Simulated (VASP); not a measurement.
Rh:

```xyz
2
Lattice="2.6892 0.0000 0.0000 -1.3446 2.3289 0.0000 0.0000 0.0000 4.3915" Properties=species:S:1:pos:R:3 pbc="T T T"
Rh    0.0000    1.5526    1.0979
Rh    1.3446    0.7763    3.2936
```

- Program: VASP 6.6.1
- Task: relaxation of cell and atoms
- Functional: PBE
- Potentials or basis: VASP PAW PBE potentials, release 64 (Rh_pv)
- Cutoff: 600 eV
- k mesh: 13 × 13 × 7
- Occupations: fermi-dirac, width 0.1 eV
- Spin: no spin polarisation

At the start: pressure 7.2 GPa; volume 13.75 Å³/atom.

Q: How do energy, volume and symmetry change on relaxing?

A: Over 5 steps the energy falls by 9.2 meV/atom and the volume is 14.12 Å³/atom (+2.7 %); space group P6_3/mmc (No. 194, to 0.05 Å).

The path:
```csv
step,energy change (eV),largest force (eV/Å),pressure (GPa),volume (Å³)
1,0.0000,0.0000,7.15,27.50
2,0.0589,0.0000,-13.10,30.02
3,-0.0173,0.0000,-0.38,28.28
4,-0.0173,0.0000,-0.22,28.27
5,-0.0184,0.0000,0.01,28.24
```

Final structure:
```
Rh
1.0
     2.72428    0.00000    0.00000
    -1.36214    2.35929    0.00000
     0.00000    0.00000    4.39398
Rh
2
Direct
  0.33333 0.66667 0.25000
  0.66667 0.33333 0.75000
```
